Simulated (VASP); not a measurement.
# TiCo (Pm-3m) in VASP: notebook

The runs below take TiCo through single point, with PBE.

All numbers are computed with VASP 6.6.1; they aren't measurements. Logs are shortened: lines on timing, memory, paths and dates and some standing lists are left out, and cuts for length are marked.

**1. The cell of the first run**

It takes space group Pm-3m (No. 221, cubic). Conventional cell: a = 2.925 Å, b = 2.925 Å, c = 2.925 Å, α = 90.00°, β = 90.00°, γ = 90.00°. Co (site symmetry m-3m) has 8 Ti at 2.53 Å and 6 Co at 2.93 Å within 3.3 Å. Ti (site symmetry m-3m) has 8 Co at 2.53 Å and 6 Ti at 2.93 Å within 3.3 Å.

**2. Single point, PBE, collinear spin, ferromagnetic start**

INCAR

```
SYSTEM = TiCo
PREC     = Accurate       ! precision mode
ENCUT    = 520            ! plane-wave cutoff, eV
EDIFF    = 1E-7           ! SCF threshold, eV
ISMEAR   = -1             ! smearing method
SIGMA    = 0.05           ! smearing width, eV
LREAL    = .False.        ! projectors in reciprocal space
LASPH    = .True.         ! aspherical terms in the spheres
NELM     = 150            ! most SCF steps
ALGO     = Normal         ! electronic algorithm
ISIF     = 2              ! what is computed and relaxed
LWAVE    = .False.        ! write WAVECAR
LCHARG   = .False.        ! write CHGCAR
ISPIN    = 2              ! spin polarisation
MAGMOM   = 2 1            ! initial moments
LORBIT   = 11             ! projections on sites
LMAXMIX  = 4              ! l up to which the mixer works
GGA      = PE             ! functional
NBANDS   = 22             ! bands
```

KPOINTS

```
Automatic mesh
0
Gamma
  9 9 9
  0 0 0
```

POSCAR

```
TiCo
1.0
    2.9251528449      0.0000000000      0.0000000000
    0.0000000000      2.9251528449      0.0000000000
    0.0000000000      0.0000000000      2.9251528449
Co Ti
1 1
Direct
    0.5000000000      0.5000000000      0.5000000000
    0.0000000000      0.0000000000      0.0000000000
```

Potentials or basis: VASP PAW PBE potentials, release 64 (Co, Ti_sv).

Command:

```sh
> cat potpaw_PBE.64/Co/POTCAR potpaw_PBE.64/Ti_sv/POTCAR > POTCAR
> mpirun -np 1 vasp_std > vasp.out
```

OUTCAR:

```text
SYSTEM = TiCo
   PREC = Accurate
   ENCUT = 520
   EDIFF = 1E-7
   ISMEAR = -1
   LREAL = .False.
   LASPH = .True.
   NELM = 150
   ISIF = 2
   ISPIN = 2
   LORBIT = 11
   GGA = PE

 ion  position               nearest neighbor table
   1  0.500  0.500  0.500-   2 2.53   2 2.53   2 2.53   2 2.53   2 2.53   2 2.53   2 2.53   2 2.53

   2  0.000  0.000  0.000-   1 2.53   1 2.53   1 2.53   1 2.53   1 2.53   1 2.53   1 2.53   1 2.53

  LATTYP: Found a simple cubic cell.
 ALAT       =     2.9251528449

  Lattice vectors:

 A1 = (   2.9251528449,   0.0000000000,   0.0000000000)
 A2 = (   0.0000000000,   2.9251528449,   0.0000000000)
 A3 = (   0.0000000000,   0.0000000000,   2.9251528449)

Analysis of symmetry for initial positions (statically):
=====================================================================
 Subroutine PRICEL returns:
 Original cell was already a primitive cell.

 Routine SETGRP: Setting up the symmetry group for a
 simple cubic supercell.

 Subroutine GETGRP returns: Found 48 space group operations
 (whereof 48 operations were pure point group operations)
 out of a pool of 48 trial point group operations.

The static configuration has the point symmetry O_h .

Analysis of symmetry for dynamics (positions and initial velocities):
=====================================================================
 Subroutine PRICEL returns:
 Original cell was already a primitive cell.

 Routine SETGRP: Setting up the symmetry group for a
 simple cubic supercell.

 Subroutine GETGRP returns: Found 48 space group operations
 (whereof 48 operations were pure point group operations)
 out of a pool of 48 trial point group operations.

The dynamic configuration has the point symmetry O_h .

Analysis of structural, dynamic, and magnetic symmetry:
=====================================================================
 Subroutine PRICEL returns:
 Original cell was already a primitive cell.

 Routine SETGRP: Setting up the symmetry group for a
 simple cubic supercell.

 Subroutine GETGRP returns: Found 48 space group operations
 (whereof 48 operations were pure point group operations)
 out of a pool of 48 trial point group operations.

The overall configuration has the point symmetry O_h .

 Subroutine INISYM returns: Found 48 space group operations
 (whereof 48 operations are pure point group operations),
 and found     1 'primitive' translations

----------------------------------------------------------------------------------------
[... 115 lines left out ...]
  Fermi-wavevector in a.u.,A,eV,Ry     =   1.544067  2.917863 32.438217  2.384142
  Thomas-Fermi vector in A             =   2.649640
   LORBIT       =     11    0 simple, 1 ext, 2 COOP (PROOUT), +10 PAW based schemes
   GGA     = PE    functional components
   LHFCALC =     F    Hartree Fock is set to
   AEXX    =    0.0000 exact exchange contribution
   IVDW    =     0    specifies the selected vdW correction
   LEPSILON=     F    determine dielectric tensor
   LRPA    =     F    only Hartree local field effects (RPA)
 spin polarized calculation
  energy-cutoff  :      520.00
  volume of cell :       25.03
 maximum number of plane-waves:       691
 NGX is ok and might be reduce to    24
   NGX = 11   NGY = 11   NGZ = 11

 number of electron      21.0000013 magnetization       0.6592378

 Free energy of the ion-electron system (eV)
  ---------------------------------------------------
  ext. energy  EPLUGINS =         0.00000000
  ---------------------------------------------------
  free energy    TOTEN  =       -15.64136839 eV

  energy without entropy =      -15.62490746  energy(sigma->0) =      -15.63313792

 E-fermi :  10.7880     XC(G=0): -12.9076

 val. band max:       10.7756760432   @ k =   0.4444   0.4444   0.1111
 cond. band min:      10.8049080113   @ k =   0.3333   0.1111   0.0000
 fundamental gap:      0.0292319681
 Fermi energy:        10.7880444721

 spin component 1

 k-point     1 :       0.0000    0.0000    0.0000
  band No.  band energies     occupation
      1     -46.3207      1.00000
      2     -22.3931      1.00000
      3     -22.3931      1.00000
      4     -22.3931      1.00000
      5       2.8143      1.00000
      6       6.3627      1.00000
[... 589 lines left out ...]
     21      28.2192      0.00000
     22      31.4756      0.00000

 [... further k-points ...]

 spin component 2

 k-point     1 :       0.0000    0.0000    0.0000
  band No.  band energies     occupation
      1     -46.3193      1.00000
      2     -22.3920      1.00000
      3     -22.3920      1.00000
      4     -22.3920      1.00000
      5       2.8126      1.00000
      6       6.8508      1.00000
[... 589 lines left out ...]
     21      28.2616      0.00000
     22      31.4702      0.00000

 [... further k-points ...]

------------------------ aborting loop because EDIFF is reached ----------------------------------------

  FORCE on cell =-STRESS in cart. coord.  units (eV):
  Direction    XX          YY          ZZ          XY          YZ          ZX
  --------------------------------------------------------------------------------------
  -------------------------------------------------------------------------------------
  Total        1.5679142      1.5679142      1.5679142     -0.0000000     -0.0000000     -0.0000000
  in kB      100.3661331    100.3661331    100.3661331     -0.0000000     -0.0000000     -0.0000000
  external PRESSURE =     100.3661331 kB  Pullay stress =       0.0000000 kB

 VOLUME and BASIS-vectors are now :
 -----------------------------------------------------------------------------
  energy-cutoff  :      520.00
  volume of cell :       25.03
      direct lattice vectors                 reciprocal lattice vectors
     2.925152845  0.000000000  0.000000000     0.341862478  0.000000000  0.000000000
     0.000000000  2.925152845  0.000000000     0.000000000  0.341862478  0.000000000
     0.000000000  0.000000000  2.925152845     0.000000000  0.000000000  0.341862478

 POSITION                                       TOTAL-FORCE (eV/Angst)
 -----------------------------------------------------------------------------------
      1.46258      1.46258      1.46258         0.000000      0.000000      0.000000
      0.00000      0.00000      0.00000         0.000000      0.000000      0.000000
 -----------------------------------------------------------------------------------
    total drift:                                0.000000      0.000000     -0.000000

  FREE ENERGIE OF THE ION-ELECTRON SYSTEM (eV)
  ---------------------------------------------------
  free  energy   TOTEN  =       -15.6413683873 eV

  energy  without entropy=      -15.6249074577  energy(sigma->0) =      -15.63313792

 total charge

# of ion       s       p       d       tot
------------------------------------------
    1        0.549   0.493   7.359   8.400
    2        2.262   6.201   1.915  10.378
--------------------------------------------------
tot          2.810   6.694   9.274  18.778

 magnetization (x)

# of ion       s       p       d       tot
------------------------------------------
    1        0.024  -0.005   0.687   0.706
    2       -0.002  -0.010  -0.001  -0.013
--------------------------------------------------
tot          0.022  -0.016   0.686   0.692
```

OSZICAR:

```text
N       E                     dE             d eps       ncg     rms          rms(c)
DAV:   1     0.164774406397E+03    0.16477E+03   -0.98345E+03  3184   0.125E+03
DAV:   2    -0.691298381078E+01   -0.17169E+03   -0.16313E+03  3194   0.304E+02
DAV:   3    -0.170700726779E+02   -0.10157E+02   -0.99606E+01  3758   0.788E+01
DAV:   4    -0.173458936630E+02   -0.27582E+00   -0.27529E+00  3574   0.118E+01
DAV:   5    -0.173547502231E+02   -0.88566E-02   -0.88561E-02  3710   0.202E+00    0.163E+01
DAV:   6    -0.168465190248E+02    0.50823E+00   -0.10331E+01  3526   0.422E+01    0.111E+01
DAV:   7    -0.169739249889E+02   -0.12741E+00   -0.15581E+01  3766   0.358E+01    0.152E+01
DAV:   8    -0.156212978046E+02    0.13526E+01   -0.62504E+00  3666   0.200E+01    0.195E+00
DAV:   9    -0.156440227858E+02   -0.22725E-01   -0.19652E-01  4184   0.382E+00    0.219E+00
DAV:  10    -0.156438125982E+02    0.21019E-03   -0.56669E-02  3622   0.236E+00    0.110E+00
DAV:  11    -0.156417800295E+02    0.20326E-02   -0.17869E-02  4136   0.121E+00    0.439E-01
DAV:  12    -0.156415114107E+02    0.26862E-03   -0.30768E-03  4060   0.409E-01    0.186E-01
DAV:  13    -0.156413943640E+02    0.11705E-03   -0.35389E-04  3972   0.142E-01    0.822E-02
DAV:  14    -0.156413560936E+02    0.38270E-04   -0.87392E-05  4616   0.610E-02    0.337E-02
DAV:  15    -0.156413629093E+02   -0.68157E-05   -0.20250E-05  4264   0.379E-02    0.179E-02
DAV:  16    -0.156413673526E+02   -0.44433E-05   -0.19594E-05  4156   0.368E-02    0.103E-02
DAV:  17    -0.156413683547E+02   -0.10021E-05   -0.80663E-06  4502   0.241E-02    0.214E-03
DAV:  18    -0.156413683873E+02   -0.32564E-07   -0.34343E-07  3088   0.410E-03
   1 F= -.15641368E+02 E0= -.15633138E+02  d E =-.164609E-01  mag=     0.6592
```

stdout:

```text
POSCAR found type information on POSCAR CoTi
 POSCAR found :  2 types and       2 ions
 scaLAPACK will be used
 LDA part: xc-table for (Slater+PW92), standard interpolation
 POSCAR, INCAR and KPOINTS ok, starting setup
 FFT: planning ... GRIDC
 FFT: planning ... GRID_SOFT
 FFT: planning ... GRID
 WAVECAR not read
 entering main loop
```

Run time: 24 s. Hardware: 1 thread of Intel Xeon Platinum 8488C (Sapphire Rapids), shared host; peak memory 0.17 GiB.

What came out:

* Free energy: -15.6414 eV
* Pressure: 10.0 GPa
* Net moment: 0.66 μB per cell
* Site moments: Co +0.71; Ti -0.01 μB
* Valence electrons inside the program's atomic spheres: Co 8.40; Ti 10.38

**3. Single point, PBE, collinear spin, ferromagnetic start**

This run uses another cell than the first one, of 12.78 Å³/atom, 1.021 times its volume.

INCAR

```
SYSTEM = TiCo
PREC = Accurate
ENCUT = 520
EDIFF = 1E-6
ISMEAR = -1
SIGMA = 0.05
LREAL = .FALSE.
LASPH = .TRUE.
NELM = 150
ALGO = Fast
ISIF = 2
LWAVE = .FALSE.
LCHARG = .FALSE.
ISPIN = 2
MAGMOM = 2 1
LORBIT = 11
LMAXMIX = 4
GGA = PE
NBANDS = 22
```

KPOINTS

```
regular mesh
0
G
  9 9 9
  0 0 0
```

POSCAR

```
TiCo
1.0
    2.9457531915      0.0000000000      0.0000000000
    0.0000000000      2.9457531915      0.0000000000
    0.0000000000      0.0000000000      2.9457531915
Co Ti
1 1
Direct
    0.5000000000      0.5000000000      0.5000000000
    0.0000000000      0.0000000000      0.0000000000
```

Potentials or basis: VASP PAW PBE potentials, release 64 (Co, Ti_sv).

Command:

```sh
> cat potpaw_PBE.64/Co/POTCAR potpaw_PBE.64/Ti_sv/POTCAR > POTCAR
> mpirun -np 1 vasp_std > vasp.out
```

OUTCAR:

```text
SYSTEM = TiCo
   PREC = Accurate
   ENCUT = 520
   EDIFF = 1E-6
   ISMEAR = -1
   LREAL = .FALSE.
   LASPH = .TRUE.
   NELM = 150
   ISIF = 2
   ISPIN = 2
   LORBIT = 11
   GGA = PE

 ion  position               nearest neighbor table
   1  0.500  0.500  0.500-   2 2.55   2 2.55   2 2.55   2 2.55   2 2.55   2 2.55   2 2.55   2 2.55

   2  0.000  0.000  0.000-   1 2.55   1 2.55   1 2.55   1 2.55   1 2.55   1 2.55   1 2.55   1 2.55

  LATTYP: Found a simple cubic cell.
 ALAT       =     2.9457531915

  Lattice vectors:

 A1 = (   2.9457531915,   0.0000000000,   0.0000000000)
[... 1416 lines left out ...]

 VOLUME and BASIS-vectors are now :
 -----------------------------------------------------------------------------
  energy-cutoff  :      520.00
  volume of cell :       25.56
      direct lattice vectors                 reciprocal lattice vectors
     2.945753192  0.000000000  0.000000000     0.339471753  0.000000000  0.000000000
     0.000000000  2.945753192  0.000000000     0.000000000  0.339471753  0.000000000
     0.000000000  0.000000000  2.945753192     0.000000000  0.000000000  0.339471753

 POSITION                                       TOTAL-FORCE (eV/Angst)
 -----------------------------------------------------------------------------------
      1.47288      1.47288      1.47288         0.000000      0.000000      0.000000
      0.00000      0.00000      0.00000         0.000000      0.000000      0.000000
 -----------------------------------------------------------------------------------
    total drift:                                0.000000      0.000000     -0.000000

  FREE ENERGIE OF THE ION-ELECTRON SYSTEM (eV)
  ---------------------------------------------------
  free  energy   TOTEN  =       -15.6678716745 eV

  energy  without entropy=      -15.6509059039  energy(sigma->0) =      -15.65938879

 total charge

# of ion       s       p       d       tot
------------------------------------------
    1        0.540   0.480   7.341   8.361
    2        2.256   6.193   1.896  10.345
--------------------------------------------------
tot          2.796   6.674   9.237  18.707

 magnetization (x)

# of ion       s       p       d       tot
------------------------------------------
    1        0.025  -0.006   0.741   0.760
    2       -0.002  -0.011  -0.004  -0.018
--------------------------------------------------
tot          0.022  -0.017   0.737   0.743
```

OSZICAR:

```text
N       E                     dE             d eps       ncg     rms          rms(c)
DAV:   1     0.166368493779E+03    0.16637E+03   -0.97395E+03  3144   0.124E+03
DAV:   2    -0.687450299782E+01   -0.17324E+03   -0.16504E+03  3158   0.303E+02
DAV:   3    -0.171309507036E+02   -0.10256E+02   -0.10067E+02  3694   0.793E+01
DAV:   4    -0.174286679348E+02   -0.29772E+00   -0.29719E+00  3650   0.123E+01
DAV:   5    -0.174373529436E+02   -0.86850E-02   -0.86846E-02  3704   0.194E+00    0.160E+01
RMM:   6    -0.168479528474E+02    0.58940E+00   -0.54528E+00  3714   0.227E+01    0.116E+01
RMM:   7    -0.170739031633E+02   -0.22595E+00   -0.15036E+00  3891   0.109E+01    0.162E+01
RMM:   8    -0.156458071771E+02    0.14281E+01   -0.43178E-01  3977   0.620E+00    0.197E+00
RMM:   9    -0.156570398690E+02   -0.11233E-01   -0.63501E-02  4361   0.152E+00    0.199E+00
RMM:  10    -0.156690936896E+02   -0.12054E-01   -0.40133E-02  4546   0.144E+00    0.130E+00
RMM:  11    -0.156687793450E+02    0.31434E-03   -0.16136E-02  4425   0.968E-01    0.607E-01
RMM:  12    -0.156681628164E+02    0.61653E-03   -0.39731E-03  4569   0.437E-01    0.329E-01
RMM:  13    -0.156678644769E+02    0.29834E-03   -0.11862E-03  4617   0.227E-01    0.156E-01
RMM:  14    -0.156677911967E+02    0.73280E-04   -0.26850E-04  4765   0.106E-01    0.697E-02
RMM:  15    -0.156678370463E+02   -0.45850E-04   -0.78057E-05  4634   0.544E-02    0.405E-02
RMM:  16    -0.156678694837E+02   -0.32437E-04   -0.51573E-05  4007   0.491E-02    0.194E-02
RMM:  17    -0.156678707975E+02   -0.13138E-05   -0.15688E-05  4015   0.230E-02    0.474E-03
RMM:  18    -0.156678716745E+02   -0.87696E-06   -0.69724E-06  3619   0.123E-02
   1 F= -.15667872E+02 E0= -.15659389E+02  d E =-.169658E-01  mag=     0.7039
```

stdout:

```text
POSCAR found type information on POSCAR CoTi
 POSCAR found :  2 types and       2 ions
 scaLAPACK will be used
 LDA part: xc-table for (Slater+PW92), standard interpolation
 POSCAR, INCAR and KPOINTS ok, starting setup
 FFT: planning ... GRIDC
 FFT: planning ... GRID_SOFT
 FFT: planning ... GRID
 WAVECAR not read
 entering main loop
WARNING in EDDRMM: call to ZHEGV failed, returncode =   6  3     22
```

Wall time 26 s (1 thread of Intel Xeon Platinum 8488C (Sapphire Rapids), shared host); peak memory 0.17 GiB.

Results:

```yaml
Free_energy: -15.6679 eV
Pressure: 5.9 GPa
Net_moment: 0.70 μB per cell
Site_moments: Co +0.76; Ti -0.02 μB
Valence_electrons_inside_the_program's_atomic_spheres: Co 8.36; Ti 10.35
```

**4. Single point, PBE, collinear spin, ferromagnetic start**

This run uses another cell than the first one, of 13.05 Å³/atom, 1.043 times its volume.

INCAR

```
ALGO     = Normal         # electronic algorithm
EDIFF    = 1E-7           # SCF threshold, eV
ENCUT    = 520            # plane-wave cutoff, eV
GGA      = PE             # functional
ISIF     = 2              # what is computed and relaxed
ISMEAR   = -1             # smearing method
ISPIN    = 2              # spin polarisation
LASPH    = True           # aspherical terms in the spheres
LCHARG   = False          # write CHGCAR
LMAXMIX  = 4              # l up to which the mixer works
LORBIT   = 11             # projections on sites
LREAL    = False          # projectors in reciprocal space
LWAVE    = False          # write WAVECAR
MAGMOM   = 2 1            # initial moments
NBANDS   = 22             # bands
NELM     = 150            # most SCF steps
PREC     = Accurate       # precision mode
SIGMA    = 0.05           # smearing width, eV
```

KPOINTS

```
k-points
0
Gamma
  9 9 9
```

POSCAR

```
TiCo
1.0
    2.9660693728      0.0000000000      0.0000000000
    0.0000000000      2.9660693728      0.0000000000
    0.0000000000      0.0000000000      2.9660693728
Co Ti
1 1
Direct
    0.5000000000      0.5000000000      0.5000000000
    0.0000000000      0.0000000000      0.0000000000
```

Command:

```sh
> cat potpaw_PBE.64/Co/POTCAR potpaw_PBE.64/Ti_sv/POTCAR > POTCAR
> mpirun -np 1 vasp_std > vasp.out
```

Run time: 24 s. Hardware: 1 thread of Intel Xeon Platinum 8488C (Sapphire Rapids), shared host; peak memory 0.17 GiB.

It converged, with:

| Property | Result |
| --- | --- |
| Free energy | -15.6814 eV |
| Pressure | 2.2 GPa |
| Net moment | 0.75 μB per cell |
| Site moments | Co +0.82; Ti -0.02 μB |
| Valence electrons inside the program's atomic spheres | Co 8.32; Ti 10.31 |

Levels at points of the mesh, in eV from the Fermi level:
Spin up:
```csv
k point,band 8,band 9,band 10,band 11,band 12,band 13,band 14,band 15
"(0.00, 0.00, 0.00)",-1.88,-1.88,-1.88,0.50,0.50,2.71,2.71,2.71
```
Spin down:
| k point | band 8 | band 9 | band 10 | band 11 | band 12 | band 13 |
| --- | --- | --- | --- | --- | --- | --- |
| (0.00, 0.00, 0.00) | -1.40 | -1.40 | -1.40 | 0.99 | 0.99 | 2.80 |

(Continued in part 2 of 2.)
